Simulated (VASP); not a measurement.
# In3Se (P4/mmm) in VASP: notebook

In3Se is run at these levels: PBEsol+D3(BJ); tasks: single point.

Everything below comes from runs of VASP 6.6.1. Logs are shortened: lines on timing, memory, paths and dates and some standing lists are left out, and cuts for length are marked.

## Step 1: The cell of the first run

The structure is tetragonal, space group P4/mmm (No. 123). The conventional cell has a = 4.588 Å, b = 4.588 Å, c = 4.450 Å, α = 90.00°, β = 90.00°, γ = 90.00°. Within 4.2 Å of In (site symmetry 4/mmm) lie 8 In at 3.20 Å and 4 Se at 3.24 Å. In (site symmetry mmm) has 8 In at 3.20 to 3.24 Å and 4 Se at 3.20 Å within 4.2 Å. Within 4.2 Å of Se (site symmetry 4/mmm) lie 12 In at 3.20 to 3.24 Å.

## Step 2: Single point, PBEsol+D3(BJ) (strain -0.0300 x Voigt [1, 0, 0, 0, 0, 0])

The input, INCAR:

```
  PREC = Accurate
  ENCUT = 520
  EDIFF = 1E-6
  ISMEAR = 0
  SIGMA = 0.15
  LREAL = False
  LASPH = True
  NELM = 100
  ALGO = Normal
  ISIF = 2
  LWAVE = False
  LCHARG = False
  GGA = PS
  IVDW = 12
  NBANDS = 30
```

The input, KPOINTS:

```
Automatic mesh
0
Gamma
  10 10 10
```

The input, POSCAR:

```
In3Se
1.0
    4.4502178991      0.0000000000      0.0000000000
    0.0000000000      4.5878535042      0.0000000000
    0.0000000000      0.0000000000      4.5878535042
In Se
3 1
Direct
    0.0000000000      0.5000000000      0.5000000000
    0.5000000000      0.0000000000      0.5000000000
    0.5000000000      0.5000000000      0.0000000000
    0.0000000000      0.0000000000      0.0000000000
```

Potentials or basis: VASP PAW PBE potentials, release 64 (In_d, Se).

Launch:

```sh
$ cat potpaw_PBE.64/In_d/POTCAR potpaw_PBE.64/Se/POTCAR > POTCAR
$ mpirun -np 1 vasp_std > vasp.out
```

OUTCAR:

```text
PREC = Accurate
   ENCUT = 520
   EDIFF = 1E-6
   ISMEAR = 0
   LREAL = False
   LASPH = True
   NELM = 100
   ISIF = 2
   GGA = PS
   IVDW = 12
 IVDW          = 12

 ion  position               nearest neighbor table
   1  0.000  0.500  0.500-   2 3.20   3 3.20   3 3.20   2 3.20   2 3.20   3 3.20   3 3.20   2 3.20
                             4 3.24   4 3.24   4 3.24   4 3.24
   2  0.500  0.000  0.500-   1 3.20   4 3.20   4 3.20   1 3.20   1 3.20   4 3.20   4 3.20   1 3.20
                             3 3.24   3 3.24   3 3.24   3 3.24
   3  0.500  0.500  0.000-   1 3.20   4 3.20   1 3.20   4 3.20   1 3.20   4 3.20   1 3.20   4 3.20
                             2 3.24   2 3.24   2 3.24   2 3.24
   4  0.000  0.000  0.000-   2 3.20   3 3.20   2 3.20   3 3.20   2 3.20   3 3.20   2 3.20   3 3.20
                             1 3.24   1 3.24   1 3.24   1 3.24

  LATTYP: Found a simple tetragonal cell.
 ALAT       =     4.5878535042
 C/A-ratio  =     0.9700000000

  Lattice vectors:

 A1 = (   0.0000000000,   4.5878535042,   0.0000000000)
 A2 = (   0.0000000000,   0.0000000000,   4.5878535042)
 A3 = (   4.4502178991,   0.0000000000,   0.0000000000)

Analysis of symmetry for initial positions (statically):
=====================================================================
 Subroutine PRICEL returns:
 Original cell was already a primitive cell.

 Routine SETGRP: Setting up the symmetry group for a
 simple tetragonal supercell.

 Subroutine GETGRP returns: Found 16 space group operations
 (whereof 16 operations were pure point group operations)
 out of a pool of 16 trial point group operations.

The static configuration has the point symmetry D_4h.

Analysis of symmetry for dynamics (positions and initial velocities):
=====================================================================
 Subroutine PRICEL returns:
 Original cell was already a primitive cell.

 Routine SETGRP: Setting up the symmetry group for a
 simple tetragonal supercell.

 Subroutine GETGRP returns: Found 16 space group operations
 (whereof 16 operations were pure point group operations)
 out of a pool of 16 trial point group operations.

The dynamic configuration has the point symmetry D_4h.

 Subroutine INISYM returns: Found 16 space group operations
 (whereof 16 operations are pure point group operations),
 and found     1 'primitive' translations

----------------------------------------------------------------------------------------

                                     Primitive cell

  volume of cell :      93.6700

  direct lattice vectors                    reciprocal lattice vectors
     4.450217899  0.000000000  0.000000000     0.224708098  0.000000000  0.000000000
     0.000000000  4.587853504  0.000000000     0.000000000  0.217966855  0.000000000
     0.000000000  0.000000000  4.587853504     0.000000000  0.000000000  0.217966855

  length of vectors
     4.450217899  4.587853504  4.587853504     0.224708098  0.217966855  0.217966855

  position of ions in fractional coordinates (direct lattice)
     0.000000000  0.500000000  0.500000000
     0.500000000  0.000000000  0.500000000
     0.500000000  0.500000000  0.000000000
     0.000000000  0.000000000  0.000000000

  ion indices of the primitive-cell ions
   primitive index   ion index
                 1           1
                 2           2
                 3           3
                 4           4

----------------------------------------------------------------------------------------

 KPOINTS: Automatic mesh

Automatic generation of k-mesh.
 Grid dimensions read from file:
 generate k-points for:   10   10   10

 Generating k-lattice:

  Cartesian coordinates                     Fractional coordinates (reciprocal lattice)
     0.022470810  0.000000000  0.000000000     0.100000000  0.000000000  0.000000000
     0.000000000  0.021796686  0.000000000     0.000000000  0.100000000  0.000000000
     0.000000000  0.000000000  0.021796686     0.000000000  0.000000000  0.100000000

  Length of vectors
     0.022470810  0.021796686  0.021796686

  Shift w.r.t. Gamma in fractional coordinates (k-lattice)
     0.000000000  0.000000000  0.000000000

 Subroutine IBZKPT returns following result:
 ===========================================

 Found    126 irreducible k-points:

 Following reciprocal coordinates:
            Coordinates               Weight
  0.000000  0.000000  0.000000      1.000000
  0.100000  0.000000  0.000000      2.000000
  0.200000  0.000000  0.000000      2.000000
  0.300000  0.000000  0.000000      2.000000
  0.400000  0.000000  0.000000      2.000000
  0.500000  0.000000  0.000000      1.000000
[... 16 lines left out ...]
  0.400000  0.300000  0.000000      8.000000
  0.500000  0.300000  0.000000      4.000000
 [... further k-points ...]
   k-points           NKPTS =    126   k-points in BZ     NKDIM =    126   number of bands    NBANDS=     30
   number of dos      NEDOS =    301   number of ions     NIONS =      4
   total plane-waves  NPLWV =  46656
   dimension x,y,z NGX =    36 NGY =   36 NGZ =   36
   dimension x,y,z NGXF=    72 NGYF=   72 NGZF=   72
   ions per type =               3   1
   NGX,Y,Z   is equivalent  to a cutoff of  13.45, 13.04, 13.04 a.u.
   NGXF,Y,Z  is equivalent  to a cutoff of  26.90, 26.09, 26.09 a.u.
 SYSTEM =  unknown system
   PREC   = accura    normal or accurate (medium, high low for compatibility)
   ISTART =      0    job   : 0-new  1-cont  2-samecut
   ICHARG =      2    charge: 1-file 2-atom 10-const
   ISPIN  =      1    spin polarized calculation?
   LNONCOLLINEAR =      F non collinear calculations
   LSORBIT =      F    spin-orbit coupling
   LASPH  =      T    aspherical Exc in radial PAW
   ENCUT  =  520.0 eV  38.22 Ry    6.18 a.u.   8.27  8.53  8.53*2*pi/ulx,y,z
   NELM   =    100;   NELMIN=  2; NELMDL= -5     # of ELM steps
   EDIFF  = 0.1E-05   stopping-criterion for ELM
   LREAL  =      F    real-space projection
   EDIFFG = 0.1E-04   stopping-criterion for IOM
   NSW    =      0    number of steps for IOM
   IBRION =     -1    ionic relax: 0-MD 1-quasi-New 2-CG
   NFREE  =      0    steps in history (QN), initial steepest desc. (CG)
   ISIF   =      2    stress and relaxation
   ISYM   =      2    0-nonsym 1-usesym 2-fastsym
   POTIM  = 0.5000    time-step for ionic-motion
   TEBEG  =    0.0;   TEEND  =   0.0 temperature during run
   PSTRESS=    0.0 pullay stress
   NELECT =      45.0000    total number of electrons
   NUPDOWN=      -1.0000    fix difference up-down
   EMIN   =  10.00;   EMAX   =-10.00  energy-range for DOS
   EFERMI =   0.00;   METHOD = LEGACY
   ISMEAR =     0;   SIGMA  =   0.15  broadening in eV -4-tet -1-fermi 0-gaus
   EFERMI_NEDOS =   21; number of points for ismear=-14 and -15
   IALGO  =     38    algorithm
   IMIX   =      4    mixing-type and parameters
     AMIX     =   0.40;   BMIX     =  1.00
     AMIX_MAG =   1.60;   BMIX_MAG =  1.00
  volume/ion in A,a.u.               =      23.42       158.03
  Fermi-wavevector in a.u.,A,eV,Ry     =   1.282170  2.422950 22.367426  1.643959
  Thomas-Fermi vector in A             =   2.414497
   LORBIT       =      0    0 simple, 1 ext, 2 COOP (PROOUT), +10 PAW based schemes
   GGA     = PS    functional components
   LHFCALC =     F    Hartree Fock is set to
   AEXX    =    0.0000 exact exchange contribution
   IVDW    =    12    specifies the selected vdW correction
   LEPSILON=     F    determine dielectric tensor
   LRPA    =     F    only Hartree local field effects (RPA)
 non-spin polarized calculation
 Gauss-broadening in eV      SIGMA  =   0.15
  energy-cutoff  :      520.00
  volume of cell :       93.67
 maximum number of plane-waves:      2544
 NGX is ok and might be reduce to    36
   NGX = 17   NGY = 17   NGZ = 17

 number of electron      44.9999993 magnetization

 Free energy of the ion-electron system (eV)
  ---------------------------------------------------
  ext. energy  EPLUGINS =         0.00000000
  ---------------------------------------------------
  free energy    TOTEN  =       -13.14875112 eV

  energy without entropy =      -13.13109169  energy(sigma->0) =      -13.13992141

 E-fermi :   7.6300     XC(G=0): -10.6961

 val. band max:        7.6164369754   @ k =   0.3000   0.4000   0.1000
 cond. band min:       7.6322019410   @ k =   0.1000   0.3000   0.2000
 fundamental gap:      0.0157649656
 Fermi energy:         7.6299664881

 k-point     1 :       0.0000    0.0000    0.0000
  band No.  band energies     occupation
      1      -7.3076      2.00000
      2      -7.2420      2.00000
      3      -7.2420      2.00000
      4      -7.2108      2.00000
      5      -7.0704      2.00000
      6      -7.0413      2.00000
[... 22 lines left out ...]
     29      13.3958      0.00000
     30      14.6077      0.00000

 k-point     2 :       0.1000    0.0000    0.0000
  band No.  band energies     occupation
      1      -7.2907      2.00000
      2      -7.2281      2.00000
      3      -7.2281      2.00000
      4      -7.2072      2.00000
      5      -7.0601      2.00000
      6      -7.0389      2.00000
[... 22 lines left out ...]
     29      13.6873      0.00000
     30      14.6516      0.00000

 k-point     3 :       0.2000    0.0000    0.0000
  band No.  band energies     occupation
      1      -7.2427      2.00000
      2      -7.1976      2.00000
      3      -7.1873      2.00000
      4      -7.1873      2.00000
      5      -7.0322      2.00000
      6      -7.0310      2.00000
[... 22 lines left out ...]
     29      14.2748      0.00000
     30      14.7799      0.00000

 k-point     4 :       0.3000    0.0000    0.0000
  band No.  band energies     occupation
      1      -7.1850      2.00000
      2      -7.1719      2.00000
      3      -7.1229      2.00000
      4      -7.1229      2.00000
      5      -7.0230      2.00000
      6      -6.9887      2.00000
[... 616 lines left out ...]
     29      12.4825      0.00000
     30      12.6370      0.00000

 k-point    23 :       0.4000    0.3000    0.0000
  band No.  band energies     occupation
      1      -7.1101      2.00000
      2      -7.0960      2.00000
      3      -7.0234      2.00000
      4      -7.0031      2.00000
      5      -6.9920      2.00000
      6      -6.9631      2.00000
[... 22 lines left out ...]
     29      12.2346      0.00000
     30      13.6038      0.00000

 k-point    24 :       0.5000    0.3000    0.0000
  band No.  band energies     occupation
      1      -7.0823      2.00000
      2      -7.0661      2.00000
      3      -7.0656      2.00000
      4      -6.9929      2.00000
      5      -6.9824      2.00000
      6      -6.9354      2.00000
[... 22 lines left out ...]
     29      12.0618      0.00000
     30      14.9164      0.00000

 [... further k-points ...]

------------------------ aborting loop because EDIFF is reached ----------------------------------------

 Edisp (eV)   -1.52732

 E8    (eV) :    -1.0754

  FORCE on cell =-STRESS in cart. coord.  units (eV):
  Direction    XX          YY          ZZ          XY          YZ          ZX
  --------------------------------------------------------------------------------------
  -------------------------------------------------------------------------------------
  Total       0.96607     0.95062     0.95062     0.00000     0.00000    -0.00000
  in kB      16.52409    16.25988    16.25988     0.00000     0.00000    -0.00000
  external pressure =       16.35 kB  Pullay stress =        0.00 kB

 VOLUME and BASIS-vectors are now :
 -----------------------------------------------------------------------------
  energy-cutoff  :      520.00
  volume of cell :       93.67
      direct lattice vectors                 reciprocal lattice vectors
     4.450217899  0.000000000  0.000000000     0.224708098  0.000000000  0.000000000
     0.000000000  4.587853504  0.000000000     0.000000000  0.217966855  0.000000000
     0.000000000  0.000000000  4.587853504     0.000000000  0.000000000  0.217966855

 POSITION                                       TOTAL-FORCE (eV/Angst)
 -----------------------------------------------------------------------------------
      0.00000      2.29393      2.29393         0.000000      0.000000      0.000000
      2.22511      0.00000      2.29393         0.000000      0.000000      0.000000
      2.22511      2.29393      0.00000         0.000000      0.000000      0.000000
      0.00000      0.00000      0.00000         0.000000      0.000000      0.000000
 -----------------------------------------------------------------------------------
    total drift:                                0.000000      0.000000      0.000000

  FREE ENERGIE OF THE ION-ELECTRON SYSTEM (eV)
  ---------------------------------------------------
  free  energy   TOTEN  =       -14.6760668189 eV

  energy  without entropy=      -14.6584073872  energy(sigma->0) =      -14.66723710
```

Wall time 7.6 min (1 thread of Intel Xeon 8259CL, shared host); peak memory 0.43 GiB.

Results:

* Free energy: -14.6761 eV
* Pressure: 1.6 GPa
* Band gap on the k mesh: zero (an odd number of electrons rules out a gap without spin polarisation)
* Dispersion energy per atom: -0.382 eV

Caveat: the cell differs from its parent crystal (strain -0.0300 x Voigt [1, 0, 0, 0, 0, 0]); the PAW data sets were made with another functional, which shifts forces and pressure a little; spin-orbit coupling is left out, which moves the levels of the heavy elements.

## Step 3: Single point, PBEsol+D3(BJ) (strain -0.0150 x Voigt [1, 0, 0, 0, 0, 0])

The input, INCAR:

```
PREC = Accurate
ENCUT = 520
EDIFF = 1E-6
ISMEAR = 0
SIGMA = 0.15
LREAL = False
LASPH = True
NELM = 100
ALGO = Normal
ISIF = 2
LWAVE = False
LCHARG = False
GGA = PS
IVDW = 12
NBANDS = 30
```

The input, KPOINTS:

```
regular mesh
0
Gamma
  10 10 10
```

POSCAR: that of step 2 with these lines changed.

```diff
@@ -2,3 +2,3 @@
 1.0
-    4.4502178991      0.0000000000      0.0000000000
+    4.5190357016      0.0000000000      0.0000000000
     0.0000000000      4.5878535042      0.0000000000
```

Potentials or basis: VASP PAW PBE potentials, release 64 (In_d, Se).

Launch:

```sh
$ cat potpaw_PBE.64/In_d/POTCAR potpaw_PBE.64/Se/POTCAR > POTCAR
$ mpirun -np 1 vasp_std > vasp.out
```

Wall time 7.9 min (1 thread of Intel Xeon 8259CL, shared host); peak memory 0.43 GiB.

The run converged. Its results:

* Free energy: -14.6875 eV
* Pressure: 0.8 GPa
* Band gap on the k mesh: zero (an odd number of electrons rules out a gap without spin polarisation)
* Dispersion energy per atom: -0.376 eV

Levels at points of the mesh, in eV from the Fermi level:
| k point | band 19 | band 20 | band 21 | band 22 | band 23 | band 24 | band 25 | band 26 |
| --- | --- | --- | --- | --- | --- | --- | --- | --- |
| (0.00, 0.00, 0.00) | -3.94 | -3.83 | -2.05 | -1.86 | 1.24 | 1.24 | 1.29 | 4.56 |
| (0.50, 0.00, 0.00) | -2.89 | -2.89 | -1.20 | -1.16 | -0.32 | -0.32 | 1.11 | 4.17 |
| (0.00, 0.50, 0.00) | -2.94 | -2.84 | -1.23 | -0.99 | -0.39 | -0.21 | 1.21 | 4.29 |
| (0.50, 0.50, 0.00) | -6.23 | -2.28 | -1.11 | -0.51 | -0.47 | 1.70 | 1.71 | 1.71 |
| (0.00, 0.50, 0.50) | -6.29 | -2.23 | -0.98 | -0.36 | -0.36 | 1.82 | 1.82 | 1.94 |
| (0.50, 0.50, 0.50) | -4.98 | -4.43 | -4.43 | -4.43 | -3.78 | 3.48 | 3.48 | 3.69 |

Caveat: the cell differs from its parent crystal (strain -0.0150 x Voigt [1, 0, 0, 0, 0, 0]); the PAW data sets were made with another functional, which shifts forces and pressure a little; spin-orbit coupling is left out, which moves the levels of the heavy elements.
